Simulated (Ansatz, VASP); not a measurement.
**MgO in VASP and in Ansatz**

```
Mg O
1.0
     0.00000    2.10377    2.10377
     2.10377    0.00000    2.10377
     2.10377    2.10377    0.00000
Mg O
1 1
Direct
  0.00000 0.00000 0.00000
  0.50000 0.50000 0.50000
```

Alike in both runs: functional r2SCAN; k mesh 10 × 10 × 10; occupations gaussian, width 0.02 eV; no spin polarisation.

Ansatz relaxed the structure, and its values are those at the end. VASP's run is a single point on that final structure, the one shown.

|  | VASP | Ansatz |
| --- | --- | --- |
| version | VASP 6.6.1 | Ansatz 0.2.0 |
| potentials or method | VASP PAW PBE potentials, release 64 (Mg_sv, O), cutoff 920 eV | scalar-relativistic, plane waves, PAW |
| valence electrons in the cell | 16 | 16 |

VASP gave:

```
gap on the k mesh at the Fermi level (eV) : 5.68
least direct gap on the mesh (eV)         : 5.68
pressure (GPa)                            : 0.1
```

Problem. What did Ansatz give for the same quantities?

Solution. gap on the k mesh at the Fermi level (eV): 5.68; least direct gap on the mesh (eV): 5.68; pressure (GPa): 0.0.

VASP's potentials were made for PBE, not for r2SCAN.
